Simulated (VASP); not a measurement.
GaAs:

```
Ga As
1.0
     0.00000    2.83308    2.83308
     2.83308    0.00000    2.83308
     2.83308    2.83308    0.00000
Ga As
1 1
Cartesian
  0.0000 0.0000 0.0000
  1.4165 1.4165 1.4165
```

Base run:

- Program: VASP 6.6.1
- Functional: r2SCAN
- Potentials or basis: VASP PAW PBE potentials, release 64 (Ga_d, As)
- Cutoff: 550 eV
- k mesh: 5 × 5 × 5
- Occupations: gaussian, width 0.01 eV
- Spin: no spin polarisation

Its results: band gap on the k mesh 0.94 eV; pressure 0.2 GPa.

**Question.** The run is repeated on the same cell with these changes: functional from r2SCAN to PBE-based global hybrid with 10 % exact exchange; cutoff from 550 eV to 520 eV; k mesh from 5 × 5 × 5 to 4 × 4 × 4. What comes out?

**Answer.** Band gap on the k mesh 1.11 eV; pressure 2.1 GPa.

Several settings changed at once.

Caveats: some runs use coarse meshes; the PAW data sets were made with another functional, which shifts forces and pressure a little; an odd mesh through Γ misses points on the zone boundary, where band edges can lie (at least some runs).
